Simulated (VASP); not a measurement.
# Ta2H (P1) in VASP: single point with PBEsol

Aim: the single point of Ta2H with PBEsol.

All numbers are computed with VASP 6.6.1; they aren't measurements. Logs are shortened: lines on timing, memory, paths and dates and some standing lists are left out, and cuts for length are marked.

## Step 1: The cell of the first run

The typed cell holds 3 atoms: a = 3.378 Å, b = 3.221 Å, c = 3.402 Å, α = 91.48°, β = 90.18°, γ = 86.99°.

## Step 2: Single point, PBEsol (atoms moved at random and the cell strained at random)

Input file INCAR:

```
SYSTEM = Ta2H
  ALGO = Normal
  EDIFF = 1E-6
  ENCUT = 520
  GGA = PS
  ISIF = 2
  ISMEAR = 0
  LASPH = .True.
  LCHARG = .False.
  LREAL = .False.
  LWAVE = .False.
  NBANDS = 18
  NELM = 80
  PREC = Accurate
  SIGMA = 0.1
```

Input file KPOINTS:

```
k-points
0
Gamma
  12 12 12
  0 0 0
```

Input file POSCAR:

```
Ta2H
1.0
    3.3771232023      0.0866041441     -0.0048900315
    0.0866041441      3.2190908739     -0.0424252388
   -0.0049446619     -0.0428992044      3.4021660799
Ta H
2 1
Direct
    0.5034455811     -0.0001601217      0.7343287141
    0.0007116519      0.4927737684      0.2657299350
   -0.0041601982      0.0073863532     -0.0000586491
```

Potentials or basis: VASP PAW PBE potentials, release 64 (Ta_pv, H).

Launch:

```sh
$ cat potpaw_PBE.64/Ta_pv/POTCAR potpaw_PBE.64/H/POTCAR > POTCAR
$ mpirun -np 1 vasp_std > vasp.out
```

OUTCAR:

```text
SYSTEM = Ta2H
   EDIFF = 1E-6
   ENCUT = 520
   GGA = PS
   ISIF = 2
   ISMEAR = 0
   LASPH = .True.
   LREAL = .False.
   NELM = 80
   PREC = Accurate

 ion  position               nearest neighbor table
   1  0.503  1.000  0.734-   3 1.89   3 1.94   2 2.76   2 2.79   2 2.87   2 2.87   2 2.88   2 2.93
                             2 2.95   2 3.05
   2  0.001  0.493  0.266-   3 1.79   3 1.91   1 2.76   1 2.79   1 2.87   1 2.87   1 2.88   1 2.93
                             1 2.95   1 3.05
   3  0.996  0.007  1.000-   2 1.79   1 1.89   2 1.91   1 1.94

  LATTYP: Found a triclinic cell.
 ALAT       =     3.2205350849
 B/A-ratio  =     1.0489676167
 C/A-ratio  =     1.0564828634
 COS(alpha) =     0.0032234103
 COS(beta)  =     0.0258140802
 COS(gamma) =     0.0525258340

  Lattice vectors:

 A1 = (   0.0866041441,   3.2190908739,  -0.0424252388)
 A2 = (   3.3771232023,   0.0866041441,  -0.0048900315)
 A3 = (   0.0049446619,   0.0428992044,  -3.4021660799)

Analysis of symmetry for initial positions (statically):
=====================================================================
 Subroutine PRICEL returns:
 Original cell was already a primitive cell.

 Routine SETGRP: Setting up the symmetry group for a
 triclinic supercell.

 Subroutine GETGRP returns: Found  1 space group operations
 (whereof  1 operations were pure point group operations)
 out of a pool of  2 trial point group operations.

The static configuration has the point symmetry C_1 .

Analysis of symmetry for dynamics (positions and initial velocities):
=====================================================================
 Subroutine PRICEL returns:
 Original cell was already a primitive cell.

 Routine SETGRP: Setting up the symmetry group for a
 triclinic supercell.

 Subroutine GETGRP returns: Found  1 space group operations
 (whereof  1 operations were pure point group operations)
 out of a pool of  2 trial point group operations.

The dynamic configuration has the point symmetry C_1 .

 Subroutine INISYM returns: Found  1 space group operations
 (whereof  1 operations are pure point group operations),
 and found     1 'primitive' translations

----------------------------------------------------------------------------------------

                                     Primitive cell
[... 90 lines left out ...]
   LASPH  =      T    aspherical Exc in radial PAW
   ENCUT  =  520.0 eV  38.22 Ry    6.18 a.u.   6.28  5.99  6.33*2*pi/ulx,y,z
   NELM   =     80;   NELMIN=  2; NELMDL= -5     # of ELM steps
   EDIFF  = 0.1E-05   stopping-criterion for ELM
   LREAL  =      F    real-space projection
   EDIFFG = 0.1E-04   stopping-criterion for IOM
   NSW    =      0    number of steps for IOM
   IBRION =     -1    ionic relax: 0-MD 1-quasi-New 2-CG
   NFREE  =      0    steps in history (QN), initial steepest desc. (CG)
   ISIF   =      2    stress and relaxation
   ISYM   =      2    0-nonsym 1-usesym 2-fastsym
   POTIM  = 0.5000    time-step for ionic-motion
   TEBEG  =    0.0;   TEEND  =   0.0 temperature during run
   PSTRESS=    0.0 pullay stress
   NELECT =      23.0000    total number of electrons
   NUPDOWN=      -1.0000    fix difference up-down
   EMIN   =  10.00;   EMAX   =-10.00  energy-range for DOS
   EFERMI =   0.00;   METHOD = LEGACY
   ISMEAR =     0;   SIGMA  =   0.10  broadening in eV -4-tet -1-fermi 0-gaus
   EFERMI_NEDOS =   21; number of points for ismear=-14 and -15
   IALGO  =     38    algorithm
   IMIX   =      4    mixing-type and parameters
     AMIX     =   0.40;   BMIX     =  1.00
     AMIX_MAG =   1.60;   BMIX_MAG =  1.00
  volume/ion in A,a.u.               =      12.32        83.13
  Fermi-wavevector in a.u.,A,eV,Ry     =   1.397751  2.641366 26.581796  1.953707
  Thomas-Fermi vector in A             =   2.520976
   LORBIT       =      0    0 simple, 1 ext, 2 COOP (PROOUT), +10 PAW based schemes
   GGA     = PS    functional components
   LHFCALC =     F    Hartree Fock is set to
   AEXX    =    0.0000 exact exchange contribution
   IVDW    =     0    specifies the selected vdW correction
   LEPSILON=     F    determine dielectric tensor
   LRPA    =     F    only Hartree local field effects (RPA)
 non-spin polarized calculation
 Gauss-broadening in eV      SIGMA  =   0.10
  energy-cutoff  :      520.00
  volume of cell :       36.95
 maximum number of plane-waves:      1011
 NGX is ok and might be reduce to    28
   NGX = 13   NGY = 11   NGZ = 13

 number of electron      23.0000001 magnetization

 Free energy of the ion-electron system (eV)
  ---------------------------------------------------
  ext. energy  EPLUGINS =         0.00000000
  ---------------------------------------------------
  free energy    TOTEN  =       -28.72931951 eV

  energy without entropy =      -28.72286320  energy(sigma->0) =      -28.72609135

 E-fermi :   5.6374     XC(G=0): -12.8440

 val. band max:        5.6356309378   @ k =   0.4167   0.1667   0.0000
 cond. band min:       5.6377383180   @ k =  -0.0833   0.0833   0.5000
 fundamental gap:      0.0021073802
 Fermi energy:         5.6374240888

 k-point     1 :       0.0000    0.0000    0.0000
  band No.  band energies     occupation
      1     -28.4500      2.00000
      2     -28.4075      2.00000
      3     -28.2443      2.00000
      4     -27.6396      2.00000
      5     -27.5635      2.00000
      6     -27.4686      2.00000
[... 481 lines left out ...]
      5     -27.7438      2.00000
      6     -27.5477      2.00000
[... 10 lines left out ...]
     17      11.3490      0.00000
     18      11.8297      0.00000

 [... further k-points ...]

------------------------ aborting loop because EDIFF is reached ----------------------------------------

  FORCE on cell =-STRESS in cart. coord.  units (eV):
  Direction    XX          YY          ZZ          XY          YZ          ZX
  --------------------------------------------------------------------------------------
  -------------------------------------------------------------------------------------
  Total        0.6013766      3.4083676      1.3089607     -0.9315650      1.0765311      0.1415866
  in kB       26.0731730    147.7725619     56.7510594    -40.3887632     46.6738854      6.1386044
  external PRESSURE =      76.8655981 kB  Pullay stress =       0.0000000 kB

 VOLUME and BASIS-vectors are now :
 -----------------------------------------------------------------------------
  energy-cutoff  :      520.00
  volume of cell :       36.95
      direct lattice vectors                 reciprocal lattice vectors
     3.377123202  0.086604144 -0.004890032     0.296314814 -0.007967492  0.000330195
     0.086604144  3.219090874 -0.042425239    -0.007967492  0.310912581  0.003908835
    -0.004944662 -0.042899204  3.402166080     0.000326547  0.003865649  0.293979607

 POSITION                                       TOTAL-FORCE (eV/Angst)
 -----------------------------------------------------------------------------------
      1.78316      3.23067      2.45343        -0.287845     -0.106879      0.649100
      0.04377      1.57495      0.88315         0.120500      0.824268     -0.185904
      3.35877      0.06712      3.39678         0.167344     -0.717388     -0.463196
 -----------------------------------------------------------------------------------
    total drift:                               -0.000005     -0.000088      0.000002

  FREE ENERGIE OF THE ION-ELECTRON SYSTEM (eV)
  ---------------------------------------------------
  free  energy   TOTEN  =       -28.7293195105 eV

  energy  without entropy=      -28.7228631970  energy(sigma->0) =      -28.72609135
```

It took 4.8 min on 1 thread of AMD EPYC 9R45 (Zen 5), shared host; peak memory 0.55 GiB.

What came out:

```
Free energy            : -28.7293 eV
Pressure               : 7.7 GPa
Largest force          : 0.870 eV/Å
Band gap on the k mesh : zero (an odd number of electrons rules out a gap without spin polarisation)
```

Forces in eV/Å, atoms in the order of the input:
```
Ta  -0.288 -0.107  0.649
Ta   0.120  0.824 -0.186
H    0.167 -0.717 -0.463
```

Caveat: the cell differs from its parent crystal (atoms moved at random and the cell strained at random); the stress differs along the axes, from 3 to 15 GPa; the PAW data sets were made with another functional, which shifts forces and pressure a little; spin-orbit coupling is left out, which moves the levels of the heavy elements.
